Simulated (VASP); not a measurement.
## Ag: single point with LDA

Ag, a slab with vacuum:

```
Ag
1.0
     2.82844    0.00000    0.00000
    -1.41422    2.44950    0.00000
     0.00000    0.00000   11.60330
Ag
3
Cartesian
  0.0000 0.8165 3.5000
  0.0000 2.4495 5.8016
  1.4142 1.6330 8.1033
```

```json
{
 "Program": "VASP 6.6.1",
 "Task": "single point",
 "Functional": "LDA",
 "Potentials or basis": "VASP PAW LDA potentials, release 64 (Ag)",
 "Cutoff": "520 eV",
 "k mesh": "13 × 13 × 1",
 "Occupations": "fermi-dirac, width 0.05 eV",
 "Spin": "no spin polarisation",
 "Dipole correction": "yes",
 "Further INCAR settings": "ALGO = Normal; EDIFF = 1e-06; NBANDS = 24"
}
```

* Largest force: 0.016 eV/Å

Forces on the atoms (eV/Å):
```
Ag   0.000  0.000 -0.016
Ag   0.000  0.000  0.000
Ag   0.000  0.000  0.016
```

Levels at points of the mesh, in eV from the Fermi level:
```csv
k point,band 14,band 15,band 16,band 17,band 18,band 19,band 20,band 21
"(0.00, 0.00, 0.00)",-3.51,-3.51,-3.13,-3.13,-1.62,0.25,4.09,8.35
```

Wall time 30 s on 1 thread of Intel(R) Xeon(R) Platinum 8488C (Sapphire Rapids) (shared host), peak memory 0.18 GiB.
